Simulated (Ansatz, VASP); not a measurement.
# Ge in VASP and in Ansatz

The input INCAR:

```
ALGO = Normal
EDIFF = 1E-6
ENCUT = 520
GGA = PS
ISIF = 2
ISMEAR = 0
LASPH = True
LCHARG = False
LREAL = False
LWAVE = False
NBANDS = 21
NELM = 100
PREC = Accurate
SIGMA = 0.1
```

File KPOINTS:

```
k-points
0
Gamma
  14 14 8
```

File POSCAR:

```
Ge
1.0
    1.5751337822     -2.4925107332     -0.0063986276
    1.5751337822      2.4925107332     -0.0063986276
   -0.0203286619      0.0000000000      4.9295114062
Ge
2
Direct
    0.6376481785      0.3623518215      0.2500000000
    0.3623518215      0.6376481785      0.7500000000
```

Input for Ansatz:

```yaml
crystal:
  lattice:
    - [1.5751337822, -2.4925107332, -0.0063986276]
    - [1.5751337822, 2.4925107332, -0.0063986276]
    - [-0.0203286619, 0.0, 4.9295114062]
  atoms:
    - { symbol: Ge, position: [0.6376481785, 0.3623518215, 0.25] }
    - { symbol: Ge, position: [0.3623518215, 0.6376481785, 0.75] }
basis:
  ecutwfc: 420
kpoints:
  mp_grid: { grid: [14, 14, 8] }
hamiltonian:
  xc: pbesol
scf:
  occupations: { method: gaussian, width: 0.1 }
output:
  forces: true
  stress: true
  eigenvalues: true
  populations: true
```

Alike in both runs: task single point; functional PBEsol; k mesh 14 × 14 × 8; occupations gaussian, width 0.1 eV; no spin polarisation.

|  | VASP | Ansatz |
| --- | --- | --- |
| version | VASP 6.6.1 | Ansatz 0.2.0 |
| potentials or method | VASP PAW PBE potentials, release 64 (Ge_d), cutoff 520 eV | scalar-relativistic, plane waves, PAW |
| valence electrons in the cell | 28 | 28 |

Ansatz gave:

| Property | Result |
| --- | --- |
| gap on the k mesh at the Fermi level (eV) | none |
| pressure (GPa) | -3.2 |
| traceless stress, the component that is largest in VASP (GPa) | 2.58 |
| rms of the force components (eV/Å) | 0.016 |

Task: Which values does VASP return?

Result: gap on the k mesh at the Fermi level (eV): none; pressure (GPa): -3.1; traceless stress, the component that is largest in VASP (GPa): 2.58; rms of the force components (eV/Å): 0.016.

VASP's potentials were made for PBE, not for PBEsol. Atom by atom the forces differ by 0.000 eV/Å (rms over components). A gap of «none» marks a metal or a gap that the smearing closes.
